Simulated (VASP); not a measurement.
# Zn (P-1) in VASP: further runs

Zn is run at these levels: PBE; tasks: relaxation of cell and atoms.

Everything below comes from runs of VASP 6.6.1. Logs are shortened: lines on timing, memory, paths and dates and some standing lists are left out, and cuts for length are marked.

### Step 1. The cell of the first run

The typed cell holds 1 atom: a = 2.957 Å, b = 2.540 Å, c = 2.586 Å, α = 106.99°, β = 108.68°, γ = 110.68°.

### Step 2. Relaxation of cell and atoms, PBE

File INCAR:

```
SYSTEM = Zn
PREC     = Accurate       ! precision mode
ENCUT    = 600            ! plane-wave cutoff, eV
EDIFF    = 1E-6           ! SCF threshold, eV
ISMEAR   = -1             ! smearing method
SIGMA    = 0.05           ! smearing width, eV
LREAL    = .False.        ! projectors in reciprocal space
LASPH    = .True.         ! aspherical terms in the spheres
NELM     = 60             ! most SCF steps
ALGO     = Fast           ! electronic algorithm
ISIF     = 3              ! what is computed and relaxed
LWAVE    = .False.        ! write WAVECAR
LCHARG   = .False.        ! write CHGCAR
GGA      = PE             ! functional
IBRION   = 2              ! ionic algorithm
NSW      = 60             ! ionic steps
EDIFFG   = -0.01          ! ionic threshold
```

File KPOINTS:

```
regular mesh
0
Gamma
  11 12 12
  0 0 0
```

File POSCAR:

```
Zn
1.0
   -1.5935815700      1.7766151400      1.7460215800
    1.5039206500     -1.5066388000      1.3863843100
    1.5441115400      1.4571687700     -1.4760452300
Zn
1
Direct
    0.0000000000      0.0000000000      0.0000000000
```

Potentials or basis: VASP PAW PBE potentials, release 64 (Zn).

Launch:

```
$ cat potpaw_PBE.64/Zn/POTCAR > POTCAR
$ mpirun -np 1 vasp_std > vasp.out
```

OUTCAR:

```text
SYSTEM = Zn
   PREC = Accurate
   ENCUT = 600
   EDIFF = 1E-6
   ISMEAR = -1
   LREAL = .False.
   LASPH = .True.
   NELM = 60
   ISIF = 3
   GGA = PE
   IBRION = 2
   NSW = 60
   EDIFFG = -0.01

 ion  position               nearest neighbor table
   1  0.000  0.000  0.000-

  LATTYP: Found a triclinic cell.
 ALAT       =     2.5857940353
 B/A-ratio  =     1.5935497353
 C/A-ratio  =     2.0554494821
 COS(alpha) =     0.0013194646
 COS(beta)  =     0.5250372924
 COS(gamma) =     0.8076867179

  Lattice vectors:

 A1 = (  -1.5441115400,  -1.4571687700,   1.4760452300)
 A2 = (  -0.0401908900,  -2.9638075700,   2.8624295400)
 A3 = (  -4.6416137600,   1.8260851700,   1.8356825000)

Analysis of symmetry for initial positions (statically):
=====================================================================
 Subroutine PRICEL returns:
 Original cell was already a primitive cell.

 Routine SETGRP: Setting up the symmetry group for a
 triclinic supercell.

 Subroutine GETGRP returns: Found  2 space group operations
 (whereof  2 operations were pure point group operations)
 out of a pool of  2 trial point group operations.

The static configuration has the point symmetry S_2 .

Analysis of symmetry for dynamics (positions and initial velocities):
=====================================================================
 Subroutine PRICEL returns:
 Original cell was already a primitive cell.

 Routine SETGRP: Setting up the symmetry group for a
 triclinic supercell.

 Subroutine GETGRP returns: Found  2 space group operations
 (whereof  2 operations were pure point group operations)
 out of a pool of  2 trial point group operations.

The dynamic configuration has the point symmetry S_2 .

 Subroutine INISYM returns: Found  2 space group operations
 (whereof  2 operations are pure point group operations),
 and found     1 'primitive' translations

----------------------------------------------------------------------------------------

                                     Primitive cell

  volume of cell :      15.3108

  direct lattice vectors                    reciprocal lattice vectors
    -1.593581570  1.776615140  1.746021580     0.013302410  0.284803858  0.295077469
     1.503920650 -1.506638800  1.386384310     0.337447958 -0.022458176  0.330838055
     1.544111540  1.457168770 -1.476045230     0.332685502  0.315801988 -0.017695720

  length of vectors
     2.957102456  2.540432886  2.585794035     0.410318053  0.473106026  0.459046487

  position of ions in fractional coordinates (direct lattice)
     0.000000000  0.000000000  0.000000000

  ion indices of the primitive-cell ions
   primitive index   ion index
                 1           1

----------------------------------------------------------------------------------------

 KPOINTS: regular mesh

Automatic generation of k-mesh.
 Grid dimensions read from file:
 generate k-points for:   11   12   12

 Generating k-lattice:

  Cartesian coordinates                     Fractional coordinates (reciprocal lattice)
     0.001209310  0.025891260  0.026825224     0.090909091 -0.000000000  0.000000000
     0.028120663 -0.001871515  0.027569838     0.000000000  0.083333333  0.000000000
     0.027723792  0.026316832 -0.001474643     0.000000000  0.000000000  0.083333333

  Length of vectors
     0.037301641  0.039425502  0.038253874

  Shift w.r.t. Gamma in fractional coordinates (k-lattice)
     0.000000000  0.000000000  0.000000000

 Subroutine IBZKPT returns following result:
 ===========================================

 Found    794 irreducible k-points:

 Following reciprocal coordinates:
            Coordinates               Weight
  0.000000  0.000000  0.000000      1.000000
  0.090909  0.000000  0.000000      2.000000
  0.181818  0.000000 -0.000000      2.000000
  0.272727  0.000000  0.000000      2.000000
  0.363636  0.000000  0.000000      2.000000
  0.454545  0.000000  0.000000      2.000000
[... 16 lines left out ...]
  0.454545  0.166667  0.000000      2.000000
 -0.454545  0.166667  0.000000      2.000000
[... 41 lines left out ...]
  ---------------------------------------------------
  ext. energy  EPLUGINS =         0.00000000
  ---------------------------------------------------
  free energy    TOTEN  =        -1.01249454 eV

  energy without entropy =       -1.01013742  energy(sigma->0) =       -1.01131598

------------------------ aborting loop because EDIFF is reached ----------------------------------------

  FORCE on cell =-STRESS in cart. coord.  units (eV):
  Direction    XX          YY          ZZ          XY          YZ          ZX
  --------------------------------------------------------------------------------------
  -------------------------------------------------------------------------------------
  Total       -0.0272997      0.3756650      0.3053798     -0.0769360     -0.3386271      0.0701315
  in kB       -2.8567263     39.3108320     31.9559542     -8.0508383    -35.4350646      7.3387979
  external PRESSURE =      22.8033533 kB  Pullay stress =       0.0000000 kB
[... 86 lines left out ...]
  FREE ENERGIE OF THE ION-ELECTRON SYSTEM (eV)
  ---------------------------------------------------
  free  energy   TOTEN  =        -1.0289545863 eV

  energy  without entropy=       -1.0264305041  energy(sigma->0) =       -1.02769255

[... ionic steps 4 to 30 ...]

--------------------------------------- Ionic step       31  -------------------------------------------

 number of electron      12.0000001 magnetization

------------------------ aborting loop because EDIFF is reached ----------------------------------------

  FORCE on cell =-STRESS in cart. coord.  units (eV):
  Direction    XX          YY          ZZ          XY          YZ          ZX
  --------------------------------------------------------------------------------------
  -------------------------------------------------------------------------------------
  Total        0.0664386      0.0551841      0.0647206     -0.0050206      0.0032478      0.0128569
  in kB        6.8682823      5.7048148      6.6906825     -0.5190200      0.3357499      1.3291147
  external PRESSURE =       6.4212599 kB  Pullay stress =       0.0000000 kB
[... 55 lines left out ...]
  energy  without entropy=       -1.0889288628  energy(sigma->0) =       -1.08989401

--------------------------------------- Ionic step       33  -------------------------------------------

 number of electron      12.0000001 magnetization

 Free energy of the ion-electron system (eV)
  ---------------------------------------------------
  ext. energy  EPLUGINS =         0.00000000
  ---------------------------------------------------
  free energy    TOTEN  =        -1.09086532 eV

  energy without entropy =       -1.08893033  energy(sigma->0) =       -1.08989782

 E-fermi :   2.8738     XC(G=0): -11.4426

 val. band max:        2.8530677572   @ k =  -0.4545   0.4167   0.2500
 cond. band min:       2.8956440578   @ k =  -0.4545   0.0833   0.0000
 fundamental gap:      0.0425763007
 Fermi energy:         2.8738027878

 k-point     1 :       0.0000    0.0000    0.0000
  band No.  band energies     occupation
      1      -7.2724      2.00000
      2      -4.9742      2.00000
      3      -4.7419      2.00000
      4      -4.4701      2.00000
      5      -4.3639      2.00000
      6      -4.1643      2.00000
      7      17.5165      0.00000
      8      17.8255      0.00000
      9      20.5197      0.00000
     10      22.1500      0.00000
[... 287 lines left out ...]
 k-point    24 :      -0.4545    0.1667    0.0000
  band No.  band energies     occupation
      1      -5.1575      2.00000
      2      -4.7236      2.00000
      3      -4.5491      2.00000
      4      -4.4694      2.00000
      5      -4.3000      2.00000
      6      -2.3400      2.00000
      7       5.0424      0.00000
      8      13.7442      0.00000
      9      18.3907      0.00000
     10      21.7221      0.00000

 [... further k-points ...]

------------------------ aborting loop because EDIFF is reached ----------------------------------------

  FORCE on cell =-STRESS in cart. coord.  units (eV):
  Direction    XX          YY          ZZ          XY          YZ          ZX
  --------------------------------------------------------------------------------------
  -------------------------------------------------------------------------------------
  Total       -0.0034000     -0.0024042     -0.0079822     -0.0064558      0.0052148      0.0061684
  in kB       -0.3512521     -0.2483740     -0.8246270     -0.6669341      0.5387284      0.6372446
  external PRESSURE =      -0.4747510 kB  Pullay stress =       0.0000000 kB
[... 16 lines left out ...]
  FREE ENERGIE OF THE ION-ELECTRON SYSTEM (eV)
  ---------------------------------------------------
  free  energy   TOTEN  =        -1.0908653219 eV

  energy  without entropy=       -1.0889303274  energy(sigma->0) =       -1.08989782

 reached required accuracy - stopping structural energy minimisation
```

Run time: 34 min. Hardware: 1 thread of Intel Xeon 8259CL, shared host; peak memory 0.35 GiB.

Results:

| Item | Value |
| --- | --- |
| Free energy | -1.0909 eV |
| Relaxed volume | 15.51 Å³/atom |
| Relaxed cell | a = 2.797 Å, b = 2.773 Å, c = 2.768 Å, α = 123.92°, β = 97.20°, γ = 108.96° |
| Space group after relaxing (to 0.1 Å) | Immm (No. 71) |
| Energy gained by relaxing | 78.4 meV/atom |
| Ionic steps | 33 |
| Pressure after relaxing | 0.0 GPa |
| Band gap on the k mesh | zero (bands 6 and 7 overlap by 4.66 eV) |

Stress tensor (GPa, compression positive):
```
-0.04 -0.07  0.06
-0.07 -0.02  0.05
 0.06  0.05 -0.08
```

Step by step:
```
step  energy change (eV)  largest force (eV/Å)  pressure (GPa)  volume (Å³)
   1              0.0000                0.0000            2.28        15.31
   2             -0.0149                0.0000            0.08        15.79
   3             -0.0165                0.0000           -1.50        16.06
   4             -0.0257                0.0000           -1.38        15.83
   5             -0.0382                0.0000            0.76        15.36
   6             -0.0428                0.0000            6.29        14.34
   7             -0.0456                0.0000            4.08        14.74
   8             -0.0481                0.0000            3.34        14.73
   9             -0.0561                0.0000            3.89        14.70
  10             -0.0584                0.0000            5.12        14.61
  11             -0.0613                0.0000            4.92        14.66
  12             -0.0669                0.0000            3.89        14.83
  13             -0.0764                0.0000            0.81        15.34
  14             -0.0774                0.0000            0.40        15.52
  15             -0.0772                0.0000           -0.42        15.73
  16             -0.0775                0.0000           -0.51        15.65
  17             -0.0775                0.0000           -0.20        15.58
  18             -0.0775                0.0000           -0.14        15.57
  19             -0.0777                0.0000           -0.41        15.56
  20             -0.0781                0.0000            0.06        15.53
  21             -0.0779                0.0000            0.17        15.46
  22             -0.0782                0.0000            0.14        15.50
  23             -0.0783                0.0000            0.50        15.52
  24             -0.0783                0.0000           -0.16        15.57
  25             -0.0783                0.0000           -0.42        15.56
  26             -0.0783                0.0000           -0.68        15.54
  27             -0.0783                0.0000           -0.35        15.53
  28             -0.0783                0.0000           -0.23        15.53
  29             -0.0784                0.0000           -0.53        15.51
  30             -0.0783                0.0000            0.12        15.48
  31             -0.0784                0.0000            0.64        15.50
  32             -0.0784                0.0000            0.39        15.51
  33             -0.0784                0.0000           -0.05        15.51
```

Final structure:
```
Zn
1.0
    -1.30485    1.86543    1.62501
     1.29848   -1.84552    1.61099
     1.30603    1.81477   -1.63200
Zn
1
Cartesian
  0.0000 0.0000 0.0000
```

Levels at points of the mesh, in eV from the Fermi level:
```tsv
k point	band 3	band 4	band 5	band 6	band 7	band 8	band 9	band 10
(0.00, 0.00, 0.00)	-7.62	-7.34	-7.24	-7.04	14.64	14.95	17.65	19.28
(0.00, 0.50, 0.00)	-7.11	-6.85	-6.77	-1.25	1.27	9.01	9.73	12.81
(0.00, 0.00, 0.50)	-7.32	-6.91	-6.78	-1.91	0.27	11.26	12.33	15.09
(0.00, 0.50, 0.50)	-7.39	-7.17	-6.83	-3.27	-2.47	16.99	17.69	19.19
```

(Continued in part 2 of 2.)
